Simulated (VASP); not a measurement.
# Ni (Pm-3m) in VASP: notebook

The runs below take Ni through relaxation of cell and atoms, single point, with PBE.

All numbers are computed with VASP 6.6.1; they aren't measurements. Logs are shortened: lines on timing, memory, paths and dates and some standing lists are left out, and cuts for length are marked.

## 1. The cell of the first run

Symmetry: Pm-3m, No. 221, cubic system. Conventional cell: a = 1.972 Å, b = 1.972 Å, c = 1.972 Å, α = 90.00°, β = 90.00°, γ = 90.00°. Within 2.6 Å of Ni (site symmetry m-3m) lie 6 Ni at 1.97 Å.

This isn't the form of Ni at room conditions, which is fcc.

## 2. Relaxation of cell and atoms, PBE, collinear spin, ferromagnetic start, target pressure 190 GPa, at which the enthalpy is minimised

Input file INCAR:

```
SYSTEM = Ni
PREC = Accurate
ENCUT = 600
EDIFF = 1E-6
ISMEAR = -1
SIGMA = 0.08
LREAL = .FALSE.
LASPH = .TRUE.
NELM = 150
ALGO = Normal
ISIF = 3
LWAVE = .FALSE.
LCHARG = .FALSE.
ISPIN = 2
MAGMOM = 1
LORBIT = 11
LMAXMIX = 4
GGA = PE
IBRION = 2
NSW = 60
EDIFFG = -0.005
PSTRESS = 1900.0
```

Input file KPOINTS:

```
Automatic mesh
0
G
  19 19 19
  0 0 0
```

Input file POSCAR:

```
Ni
1.0
    1.9723135374      0.0000000000      0.0000000000
    0.0000000000      1.9723135374      0.0000000000
    0.0000000000      0.0000000000      1.9723135374
Ni
1
Direct
    0.0000000000      0.0000000000      0.0000000000
```

Potentials or basis: VASP PAW PBE potentials, release 64 (Ni).

The run is started by

```sh
$ cat potpaw_PBE.64/Ni/POTCAR > POTCAR
$ mpirun -np 1 vasp_std > vasp.out
```

OUTCAR:

```text
SYSTEM = Ni
   PREC = Accurate
   ENCUT = 600
   EDIFF = 1E-6
   ISMEAR = -1
   LREAL = .FALSE.
   LASPH = .TRUE.
   NELM = 150
   ISIF = 3
   ISPIN = 2
   LORBIT = 11
   GGA = PE
   IBRION = 2
   NSW = 60
   EDIFFG = -0.005
   PSTRESS = 1900.0

 ion  position               nearest neighbor table
   1  0.000  0.000  0.000-

  LATTYP: Found a simple cubic cell.
 ALAT       =     1.9723135374

  Lattice vectors:

 A1 = (   1.9723135374,   0.0000000000,   0.0000000000)
 A2 = (   0.0000000000,   1.9723135374,   0.0000000000)
 A3 = (   0.0000000000,   0.0000000000,   1.9723135374)

Analysis of symmetry for initial positions (statically):
=====================================================================
 Subroutine PRICEL returns:
 Original cell was already a primitive cell.

 Routine SETGRP: Setting up the symmetry group for a
 simple cubic supercell.

 Subroutine GETGRP returns: Found 48 space group operations
 (whereof 48 operations were pure point group operations)
 out of a pool of 48 trial point group operations.

The static configuration has the point symmetry O_h .

Analysis of symmetry for dynamics (positions and initial velocities):
=====================================================================
 Subroutine PRICEL returns:
 Original cell was already a primitive cell.

 Routine SETGRP: Setting up the symmetry group for a
 simple cubic supercell.

 Subroutine GETGRP returns: Found 48 space group operations
 (whereof 48 operations were pure point group operations)
 out of a pool of 48 trial point group operations.

The dynamic configuration has the point symmetry O_h .

Analysis of structural, dynamic, and magnetic symmetry:
=====================================================================
 Subroutine PRICEL returns:
 Original cell was already a primitive cell.

 Routine SETGRP: Setting up the symmetry group for a
 simple cubic supercell.

 Subroutine GETGRP returns: Found 48 space group operations
 (whereof 48 operations were pure point group operations)
 out of a pool of 48 trial point group operations.

The overall configuration has the point symmetry O_h .

 Subroutine INISYM returns: Found 48 space group operations
 (whereof 48 operations are pure point group operations),
 and found     1 'primitive' translations

----------------------------------------------------------------------------------------

                                     Primitive cell

  volume of cell :       7.6723

  direct lattice vectors                    reciprocal lattice vectors
     1.972313537  0.000000000  0.000000000     0.507018778  0.000000000  0.000000000
     0.000000000  1.972313537  0.000000000     0.000000000  0.507018778  0.000000000
     0.000000000  0.000000000  1.972313537     0.000000000  0.000000000  0.507018778

  length of vectors
     1.972313537  1.972313537  1.972313537     0.507018778  0.507018778  0.507018778

  position of ions in fractional coordinates (direct lattice)
     0.000000000  0.000000000  0.000000000

  ion indices of the primitive-cell ions
   primitive index   ion index
                 1           1

----------------------------------------------------------------------------------------

 KPOINTS: Automatic mesh

Automatic generation of k-mesh.
 Grid dimensions read from file:
 generate k-points for:   19   19   19

 Generating k-lattice:

  Cartesian coordinates                     Fractional coordinates (reciprocal lattice)
     0.026685199  0.000000000  0.000000000     0.052631579  0.000000000  0.000000000
     0.000000000  0.026685199  0.000000000     0.000000000  0.052631579  0.000000000
     0.000000000  0.000000000  0.026685199     0.000000000  0.000000000  0.052631579

  Length of vectors
     0.026685199  0.026685199  0.026685199

  Shift w.r.t. Gamma in fractional coordinates (k-lattice)
     0.000000000  0.000000000  0.000000000

 Subroutine IBZKPT returns following result:
 ===========================================

 Found    220 irreducible k-points:

 Following reciprocal coordinates:
            Coordinates               Weight
  0.000000  0.000000  0.000000      1.000000
  0.052632  0.000000  0.000000      6.000000
  0.105263  0.000000  0.000000      6.000000
  0.157895  0.000000  0.000000      6.000000
  0.210526  0.000000  0.000000      6.000000
  0.263158  0.000000  0.000000      6.000000
[... 16 lines left out ...]
  0.263158  0.105263  0.000000     24.000000
  0.315789  0.105263  0.000000     24.000000
 [... further k-points ...]
   k-points           NKPTS =    220   k-points in BZ     NKDIM =    220   number of bands    NBANDS=     10
   number of dos      NEDOS =    301   number of ions     NIONS =      1
   total plane-waves  NPLWV =   4096
   dimension x,y,z NGX =    16 NGY =   16 NGZ =   16
   dimension x,y,z NGXF=    32 NGYF=   32 NGZF=   32
   ions per type =               1
   NGX,Y,Z   is equivalent  to a cutoff of  13.49, 13.49, 13.49 a.u.
[... 18 lines left out ...]
   ISYM   =      2    0-nonsym 1-usesym 2-fastsym
   POTIM  = 0.5000    time-step for ionic-motion
   TEBEG  =    0.0;   TEEND  =   0.0 temperature during run
   PSTRESS= 1900.0 pullay stress
   NELECT =      10.0000    total number of electrons
   NUPDOWN=      -1.0000    fix difference up-down
   EMIN   =  10.00;   EMAX   =-10.00  energy-range for DOS
   EFERMI =   0.00;   METHOD = LEGACY
   ISMEAR =    -1;   SIGMA  =   0.08  broadening in eV -4-tet -1-fermi 0-gaus
   EFERMI_NEDOS =   21; number of points for ismear=-14 and -15
   IALGO  =     38    algorithm
   IMIX   =      4    mixing-type and parameters
     AMIX     =   0.40;   BMIX     =  1.00
     AMIX_MAG =   1.60;   BMIX_MAG =  1.00
  volume/ion in A,a.u.               =       7.67        51.78
  Fermi-wavevector in a.u.,A,eV,Ry     =   1.788266  3.379333 43.510025  3.197897
  Thomas-Fermi vector in A             =   2.851478
   LORBIT       =     11    0 simple, 1 ext, 2 COOP (PROOUT), +10 PAW based schemes
   GGA     = PE    functional components
   LHFCALC =     F    Hartree Fock is set to
   AEXX    =    0.0000 exact exchange contribution
   IVDW    =     0    specifies the selected vdW correction
   LEPSILON=     F    determine dielectric tensor
   LRPA    =     F    only Hartree local field effects (RPA)
 conjugate gradient relaxation of ions
 spin polarized calculation
  energy-cutoff  :      600.00
  volume of cell :        7.67
 maximum number of plane-waves:       280
 NGX is ok and might be reduce to    16
   NGX =  7   NGY =  7   NGZ =  7

--------------------------------------- Ionic step        1  -------------------------------------------

 number of electron      10.0000000 magnetization       1.0000000

 number of electron       9.9999991 magnetization       0.0002258

 Free energy of the ion-electron system (eV)
  ---------------------------------------------------
  ext. energy  EPLUGINS =         0.00000000
  ---------------------------------------------------
  free energy    TOTEN  =        -2.58391553 eV

  energy without entropy =       -2.55509690  energy(sigma->0) =       -2.56950621

------------------------ aborting loop because EDIFF is reached ----------------------------------------

  FORCE on cell =-STRESS in cart. coord.  units (eV):
  Direction    XX          YY          ZZ          XY          YZ          ZX
  --------------------------------------------------------------------------------------
  -------------------------------------------------------------------------------------
  Total       10.9504176     10.9504176     10.9504176     -0.0000000     -0.0000000      0.0000000
  in kB     2286.7221336   2286.7221336   2286.7221336     -0.0000000     -0.0000000      0.0000000
  external PRESSURE =     386.7221336 kB  Pullay stress =    1900.0000000 kB
[... 96 lines left out ...]
  energy  without entropy=       -3.0273535756  energy(sigma->0) =       -3.04267654

  enthalpy is  TOTEN    =         6.4766699854 eV   P V=        9.5346694866

[... ionic steps 4 to 11 ...]

--------------------------------------- Ionic step       12  -------------------------------------------

 number of electron       9.9999995 magnetization      -0.0000000

------------------------ aborting loop because EDIFF is reached ----------------------------------------
[... 69 lines left out ...]
--------------------------------------- Ionic step       14  -------------------------------------------

 number of electron       9.9999995 magnetization      -0.0000000

 Free energy of the ion-electron system (eV)
  ---------------------------------------------------
  ext. energy  EPLUGINS =         0.00000000
  ---------------------------------------------------
  free energy    TOTEN  =        -3.01123919 eV

  energy without entropy =       -2.98078756  energy(sigma->0) =       -2.99601337

 E-fermi :  14.7761     XC(G=0): -15.0578

 val. band max:       14.7759730723   @ k =   0.4737   0.1053   0.0526
 cond. band min:      14.7792719811   @ k =   0.3158   0.1053   0.0526
 fundamental gap:      0.0032989088
 Fermi energy:        14.7760653713

 spin component 1

 k-point     1 :       0.0000    0.0000    0.0000
  band No.  band energies     occupation
      1       3.4180      1.00000
      2       8.5883      1.00000
      3       8.5883      1.00000
      4      14.9287      0.12916
      5      14.9287      0.12916
      6      14.9287      0.12916
      7      40.2434      0.00000
      8      40.2434      0.00000
      9      40.2434      0.00000
     10      45.6717      0.00000
[... 287 lines left out ...]
 k-point    24 :       0.3158    0.1053    0.0000
  band No.  band energies     occupation
      1       7.2055      1.00000
      2       9.4130      1.00000
      3      10.7649      1.00000
      4      13.4290      1.00000
      5      13.4418      1.00000
      6      14.8404      0.30910
      7      26.2339      0.00000
      8      39.8576      0.00000
      9      46.1110      0.00000
     10      46.2514      0.00000

 [... further k-points ...]

 spin component 2

 k-point     1 :       0.0000    0.0000    0.0000
  band No.  band energies     occupation
      1       3.4180      1.00000
      2       8.5883      1.00000
      3       8.5883      1.00000
      4      14.9287      0.12916
      5      14.9287      0.12916
      6      14.9287      0.12916
      7      40.2434      0.00000
      8      40.2434      0.00000
      9      40.2434      0.00000
     10      45.6717      0.00000
[... 331 lines left out ...]
  energy  without entropy=       -2.9807875598  energy(sigma->0) =       -2.99601337

  enthalpy is  TOTEN    =         6.4761670969 eV   P V=        9.4874062833

 reached required accuracy - stopping structural energy minimisation

 total charge

# of ion       s       p       d       tot
------------------------------------------
    1        0.731   0.811   8.744  10.285

 magnetization (x)

# of ion       s       p       d       tot
------------------------------------------
    1        0.000  -0.000  -0.000  -0.000
```

Run time: 76 s. Hardware: 1 thread of AMD EPYC 9R45 (Zen 5), shared host; peak memory 0.13 GiB.

Results:

- Free energy: -3.0112 eV
- Relaxed volume: 8.00 Å³/atom
- Relaxed cell: a = 2.000 Å, b = 2.000 Å, c = 2.000 Å, α = 90.00°, β = 90.00°, γ = 90.00°
- Space group after relaxing (to 0.1 Å): Pm-3m (No. 221)
- Energy change on relaxing (the run minimises the enthalpy): -427.3 meV/atom
- Ionic steps: 14
- Pressure after relaxing: 190.1 GPa
- Band gap on the k mesh: zero (filled and empty bands overlap)
- Net moment: 0.00 μB per cell

The path:
```tsv
step	energy change (eV)	largest force (eV/Å)	pressure (GPa)	volume (Å³)
1	0.0000	0.0000	228.67	7.67
2	-1.8009	0.0000	60.35	9.92
3	-0.4741	0.0000	185.97	8.04
4	-0.4311	0.0000	189.73	8.00
5	-0.4231	0.0000	190.50	8.00
6	-0.4235	0.0000	190.27	8.00
7	-0.4239	0.0000	190.18	8.00
8	-0.4239	0.0000	190.39	8.00
9	-0.4240	0.0000	190.40	8.00
10	-0.4241	0.0000	190.36	8.00
11	-0.4243	0.0000	190.28	8.00
12	-0.4247	0.0000	190.11	8.00
13	-0.4256	0.0000	190.25	8.00
14	-0.4273	0.0000	190.07	8.00
```

Final structure:
```
Ni
1.0
     2.00002    0.00000    0.00000
     0.00000    2.00002    0.00000
     0.00000    0.00000    2.00002
Ni
1
Cartesian
  0.0000 0.0000 0.0000
```

Levels at points of the mesh, in eV from the Fermi level:
Spin up:
| k point | band 3 | band 4 | band 5 | band 6 | band 7 | band 8 |
| --- | --- | --- | --- | --- | --- | --- |
| (0.00, 0.00, 0.00) | -6.19 | 0.15 | 0.15 | 0.15 | 25.47 | 25.47 |
Spin down:
```csv
k point,band 3,band 4,band 5,band 6,band 7,band 8
"(0.00, 0.00, 0.00)",-6.19,0.15,0.15,0.15,25.47,25.47
```

Caveat: the cell is relaxed towards a set pressure, so the run minimises the enthalpy, not the energy; the moments typed at the start vanished in this run.

## 3. Relaxation of cell and atoms, PBE, collinear spin, ferromagnetic start, target pressure 190 GPa, at which the enthalpy is minimised

This run uses another cell than the first one, of 8.03 Å³/atom.

Input file INCAR:

```
SYSTEM = Ni
  PREC = Accurate
  ENCUT = 600
  EDIFF = 1E-6
  ISMEAR = -1
  SIGMA = 0.08
  LREAL = .FALSE.
  LASPH = .TRUE.
  NELM = 150
  ALGO = Normal
  ISIF = 3
  LWAVE = .FALSE.
  LCHARG = .FALSE.
  ISPIN = 2
  MAGMOM = 1
  LORBIT = 11
  LMAXMIX = 4
  GGA = PE
  IBRION = 2
  NSW = 32
  EDIFFG = -0.005
  PSTRESS = 1900.0
```

KPOINTS is that of step 2.

Input file POSCAR:

```
Ni
1.0
    2.0023097854      0.0000000000      0.0000000000
    0.0000000000      2.0023097854      0.0000000000
    0.0000000000      0.0000000000      2.0023097854
Ni
1
Direct
    0.0000000000      0.0000000000      0.0000000000
```

Potentials or basis: VASP PAW PBE potentials, release 64 (Ni).

The run is started by

```sh
$ cat potpaw_PBE.64/Ni/POTCAR > POTCAR
$ mpirun -np 1 vasp_std > vasp.out
```

It took 38 s on 1 thread of AMD EPYC 9R45 (Zen 5), shared host; peak memory 0.12 GiB.

It converged, with:

```
Free energy                                                : -3.0130 eV
Relaxed volume                                             : 8.00 Å³/atom
Relaxed cell                                               : a = 2.000 Å, b = 2.000 Å, c = 2.000 Å, α = 90.00°, β = 90.00°, γ = 90.00°
Space group after relaxing (to 0.1 Å)                      : Pm-3m (No. 221)
Energy change on relaxing (the run minimises the enthalpy) : +31.0 meV/atom
Ionic steps                                                : 3
Pressure after relaxing                                    : 190.0 GPa
Band gap on the k mesh                                     : zero (filled and empty bands overlap)
Net moment                                                 : 0.00 μB per cell
```

The path:
| step | energy change (eV) | largest force (eV/Å) | pressure (GPa) | volume (Å³) |
| --- | --- | --- | --- | --- |
| 1 | 0.0000 | 0.0000 | 187.21 | 8.03 |
| 2 | 0.1976 | 0.0000 | 205.02 | 7.87 |
| 3 | 0.0310 | 0.0000 | 190.00 | 8.00 |

Final structure:
```
CELL_PARAMETERS angstrom
2.00012 0.00000 0.00000
0.00000 2.00012 0.00000
0.00000 0.00000 2.00012
ATOMIC_POSITIONS crystal
Ni 0.00000 0.00000 0.00000
```

Levels at points of the mesh, in eV from the Fermi level:
Spin up:
| k point | band 2 | band 3 | band 4 | band 5 | band 6 | band 7 | band 8 | band 9 |
| --- | --- | --- | --- | --- | --- | --- | --- | --- |
| (0.00, 0.00, 0.00) | -6.19 | -6.19 | 0.15 | 0.15 | 0.15 | 25.46 | 25.46 | 25.46 |
Spin down:
| k point | band 1 | band 2 | band 3 | band 4 | band 5 | band 6 | band 7 | band 8 | band 9 | band 10 |
| --- | --- | --- | --- | --- | --- | --- | --- | --- | --- | --- |
| (0.00, 0.00, 0.00) | -11.36 | -6.19 | -6.19 | 0.15 | 0.15 | 0.15 | 25.46 | 25.46 | 25.46 | 30.89 |

Caveat: the cell is relaxed towards a set pressure, so the run minimises the enthalpy, not the energy; the moments typed at the start vanished in this run.

## 4. Single point, PBE, collinear spin, ferromagnetic start

This run uses another cell than the first one, of 8.03 Å³/atom.

Input file INCAR:

```
  PREC = Accurate
  ENCUT = 520
  EDIFF = 1E-7
  ISMEAR = -1
  SIGMA = 0.08
  LREAL = False
  LASPH = True
  NELM = 150
  ALGO = Normal
  ISIF = 2
  LWAVE = False
  LCHARG = True
  ISPIN = 2
  MAGMOM = 1
  LORBIT = 11
  LMAXMIX = 4
  GGA = PE
  LELF = True
  LVHAR = True
  NBANDS = 15
```

Input file KPOINTS:

```
regular mesh
0
Gamma
  19 19 19
```

POSCAR is that of step 3.

The run is started by

```sh
$ cat potpaw_PBE.64/Ni/POTCAR > POTCAR
$ mpirun -np 1 vasp_std > vasp.out
```

Run time: 32 s. Hardware: 1 thread of AMD EPYC 9R45 (Zen 5), shared host; peak memory 0.11 GiB.

The run converged. Its results:

- Free energy: -3.0439 eV
- Pressure: 187.4 GPa
- Band gap on the k mesh: zero (filled and empty bands overlap)
- Net moment: 0.00 μB per cell

Levels at points of the mesh, in eV from the Fermi level:
Spin up:
```csv
k point,band 3,band 4,band 5,band 6,band 7,band 8
"(0.00, 0.00, 0.00)",-6.16,0.15,0.15,0.15,25.42,25.42
```
Spin down:
```tsv
k point	band 3	band 4	band 5	band 6	band 7	band 8
(0.00, 0.00, 0.00)	-6.16	0.15	0.15	0.15	25.42	25.42
```

Caveat: the cell stands under pressure; the moments typed at the start vanished in this run.

## 5. Single point, PBE, collinear spin, ferromagnetic start

This run uses another cell than the first one, of 8.03 Å³/atom.

Input file INCAR:

```
SYSTEM = Ni
ALGO     = Normal         ! electronic algorithm
EDIFF    = 1E-6           ! SCF threshold, eV
ENCUT    = 520            ! plane-wave cutoff, eV
GGA      = PE             ! functional
ISIF     = 2              ! what is computed and relaxed
ISMEAR   = -1             ! smearing method
ISPIN    = 2              ! spin polarisation
LASPH    = .True.         ! aspherical terms in the spheres
LCHARG   = .True.         ! write CHGCAR
LELF     = .True.         ! ELF
LMAXMIX  = 4              ! l up to which the mixer works
LORBIT   = 11             ! projections on sites
LREAL    = .False.        ! projectors in reciprocal space
LVHAR    = .True.       
LWAVE    = .False.        ! write WAVECAR
MAGMOM   = 1              ! initial moments
NBANDS   = 15             ! bands
NELM     = 150            ! most SCF steps
PREC     = Accurate       ! precision mode
SIGMA    = 0.08           ! smearing width, eV
```

Input file KPOINTS:

```
k-points
0
Gamma
  19 19 19
  0 0 0
```

Input file POSCAR:

```
Ni
1.0
    2.0027786231      0.0000000000      0.0000000000
    0.0000000000      2.0027786231      0.0000000000
    0.0000000000      0.0000000000      2.0027786231
Ni
1
Direct
    0.0000000000      0.0000000000      0.0000000000
```

The run is started by

```sh
$ cat potpaw_PBE.64/Ni/POTCAR > POTCAR
$ mpirun -np 1 vasp_std > vasp.out
```

Wall time 30 s (1 thread of AMD EPYC 9R45 (Zen 5), shared host); peak memory 0.12 GiB.

The run converged. Its results:

```
Free energy            : -3.0505 eV
Pressure               : 186.8 GPa
Band gap on the k mesh : zero (filled and empty bands overlap)
Net moment             : 0.00 μB per cell
```

Levels at points of the mesh, in eV from the Fermi level:
Spin up:
```
           k point  band 3  band 4  band 5  band 6  band 7  band 8
(0.00, 0.00, 0.00)   -6.15    0.15    0.15    0.15   25.41   25.41
```
Spin down:
| k point | band 2 | band 3 | band 4 | band 5 | band 6 | band 7 | band 8 | band 9 |
| --- | --- | --- | --- | --- | --- | --- | --- | --- |
| (0.00, 0.00, 0.00) | -6.15 | -6.15 | 0.15 | 0.15 | 0.15 | 25.41 | 25.41 | 25.41 |

Caveat: the cell stands under pressure; the moments typed at the start vanished in this run.

## 6. The runs side by side

| task | cell | cutoff (eV) | gap on the mesh (eV) | pressure (GPa) | moment (μB) |
| --- | --- | --- | --- | --- | --- |
| relaxation of cell and atoms | relaxed to 190 GPa from a = 1.972 Å, 1 atom | 600 | none | 190.1 | 0.00 |
| relaxation of cell and atoms | relaxed to 190 GPa from a = 2.002 Å, 1 atom | 600 | none | 190.0 | 0.00 |
| single point | a = 2.002 Å, 1 atom | 520 | none | 187.4 | 0.00 |
| single point | a = 2.003 Å, 1 atom | 520 | none | 186.8 | 0.00 |

Alike in all rows: level PBE; potentials or basis VASP PAW PBE potentials, release 64 (Ni); spin collinear, ferromagnetic start; k mesh 19 × 19 × 19; smearing fermi-dirac 0.08 eV.

Caveats: the moments typed at the start vanished in this run; the cell is relaxed towards a set pressure, so the run minimises the enthalpy, not the energy (at least some runs); the cell stands under pressure (at least some runs).

Total energies depend on the potentials used, so only differences within one code and one set of settings carry meaning.
